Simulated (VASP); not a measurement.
Runs of VASP 6.6.1 on WC (rocksalt type). The structure is that of space group Fm-3m (No. 225), or close to it. The cells are those of the table. 

```csv
task,cell,cutoff (eV),k mesh for the DOS,occupations for the DOS,gap on the mesh (eV),pressure (GPa)
single point,"a = 2.929 Å, angles 60.0°, 2 atoms",520,-,-,none,(a)
relaxation of cell and atoms,"relaxed from a = 3.047 Å, angles 60.0°, 2 atoms",600,-,-,-,0.0
single point,"a = 2.634 Å, angles 60.0°, 2 atoms",520,-,-,none,471.8
single point,"a = 3.057 Å, angles 60.0°, 2 atoms",520,-,-,none,2.4
```

Alike in all rows: level LDA; potentials or basis VASP PAW LDA potentials, release 64 (W_sv, C); no spin polarisation; k mesh 17 × 17 × 17; smearing fermi-dirac 0.1 eV.

Fill in the values left out.

(a) 71.8.

Caveats: spin-orbit coupling is left out, which moves the levels of the heavy elements; the bands computed are all filled at some k points, so no gap is given (some runs).

A k mesh can miss the band edges, and the runs leave out spin-orbit coupling on W.

A gap of «none» marks levels without a gap at the run's occupations.
